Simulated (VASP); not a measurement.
Set up this calculation in VASP 6.6.1, as the native input.

| Item | Value |
| --- | --- |
| Task | single point |
| Functional | PBE |
| Potentials or basis | VASP PAW PBE potentials, release 64 (Ti_sv, C, H) |
| Cutoff | 520 eV |
| k mesh | 5 × 5 × 5 |
| Occupations | gaussian, width 0.1 eV |
| Spin | no spin polarisation |
| Dipole correction | no |
| Further INCAR settings | LREAL = Auto; ALGO = Normal; EDIFF = 1e-06; NBANDS = 78 |

The structure of Ti8HC8 (a cell with a defect) lies in POSCAR:

```
Ti8HC8
1.0
    0.0000000000      4.3327798708     -4.3327798708
   -4.3327798708      0.0000000000     -4.3327798708
   -4.3327798708      4.3327798708      0.0000000000
Ti C H
8 8 1
Direct
   -0.0014070087      0.4976380263     -0.0013600734
    0.5062750407      0.4975633371     -0.0013632548
   -0.0012808157      0.0047839717     -0.0012343089
    0.5009226900      0.0000489350     -0.0009854505
   -0.0014058744      0.4975681415      0.5063078977
    0.5008649923      0.4983337802      0.5009077987
   -0.0010179217      0.0000454985      0.5009617965
    0.5008574777     -0.0000798412      0.5009000277
    0.7471185173      0.7505945635      0.2516255477
    0.2516369374      0.7505643330      0.2516729946
    0.7507366402      0.2496139189      0.2499453409
    0.2515468504      0.2463289229      0.2515832242
    0.7506985320      0.7488263718      0.7507355742
    0.2515856155      0.7505918786      0.7471642470
    0.7507343233      0.2496876343      0.7507716074
    0.2498983607      0.2496174697      0.7507768665
    0.1260716980      0.6232271688      0.1261265089
```

This cell differs from its parent crystal: with an interstitial atom, then relaxed in part.

These files were run (other wordings do the same):

INCAR

```
SYSTEM = Ti8HC8
ALGO = Normal
EDIFF = 1E-6
ENCUT = 520
GGA = PE
ISIF = 2
ISMEAR = 0
LASPH = .True.
LCHARG = .False.
LREAL = Auto
LWAVE = .False.
NBANDS = 78
NELM = 60
PREC = Accurate
SIGMA = 0.1
```

KPOINTS

```
k-points
0
Gamma
  5 5 5
  0 0 0
```

Potentials or basis: VASP PAW PBE potentials, release 64 (Ti_sv, C, H).

The run is started by

```bash
$ cat potpaw_PBE.64/Ti_sv/POTCAR potpaw_PBE.64/C/POTCAR potpaw_PBE.64/H/POTCAR > POTCAR
$ mpirun -np 1 vasp_std > vasp.out
```

It gave:

| Quantity | Value |
| --- | --- |
| Pressure | 2.7 GPa |
| Largest force | 0.040 eV/Å |
| Band gap on the k mesh | zero (an odd number of electrons rules out a gap without spin polarisation) |

Caveat: the cell differs from its parent crystal (with an interstitial atom, then relaxed in part).

Wall time 16 min on 1 thread of AMD EPYC 9R45 (Zen 5), with other jobs on the host, peak memory 0.6 GiB.
